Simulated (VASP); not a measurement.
Write the native input for VASP 6.6.1 that does the following.

| Property | Result |
| --- | --- |
| Task | single point |
| Functional | PBE |
| Potentials or basis | VASP PAW PBE potentials, release 64 (Be, S) |
| Cutoff | 520 eV |
| k mesh | 4 × 2 × 2 |
| Occupations | gaussian, width 0.1 eV |
| Spin | no spin polarisation |
| Dipole correction | no |
| Further INCAR settings | ALGO = Normal; EDIFF = 1e-07; NBANDS = 33 |

The structure of Be2S3 lies in POSCAR:

```
Be2S3
1.0
    2.3632618585      2.6093132124      0.0058571675
   -0.3367575817     -0.0008145094      6.4917078918
    4.7271567120     -5.2193268017      0.0126002038
Be S
4 6
Direct
    0.9486149971      0.8111965579      0.2482277498
    0.9487740673      0.8112040851      0.7482474790
    0.5036789487      0.1888305813      0.0256759123
    0.5034952236      0.1888042977      0.5256352229
    0.4333328522      0.6434087127      0.1892859314
    0.4335039783      0.6434239728      0.6893182677
    0.6214091378      0.3565962724      0.2832780683
    0.6213683263      0.3565548276      0.7832370897
    0.9929740611      0.0000000640      0.0035568483
    0.9928484077     -0.0000193715      0.5035374306
```

The input as run:

INCAR

```
SYSTEM = Be2S3
PREC = Accurate
ENCUT = 520
EDIFF = 1E-7
ISMEAR = 0
SIGMA = 0.1
LREAL = .False.
LASPH = .True.
NELM = 80
ALGO = Normal
ISIF = 2
LWAVE = .False.
LCHARG = .True.
GGA = PE
LELF = .True.
LVHAR = .True.
NBANDS = 33
```

KPOINTS

```
regular mesh
0
Gamma
  4 2 2
  0 0 0
```

Potentials or basis: VASP PAW PBE potentials, release 64 (Be, S).

Launch:

```bash
$ cat potpaw_PBE.64/Be/POTCAR potpaw_PBE.64/S/POTCAR > POTCAR
$ mpirun -np 1 vasp_std > vasp.out
```

It gave:

The pressure is -0.1 GPa. The largest force is 0.105 eV/Å and the band gap on the k mesh is 1.38 eV.

Caveat: the k points lie up to 0.48 Å⁻¹ apart.

It took 69 s on 1 thread of Intel(R) Xeon(R) Platinum 8259CL CPU @ 2.50GHz (Skylake/Cascade Lake), with other jobs on the host, peak memory 0.26 GiB.
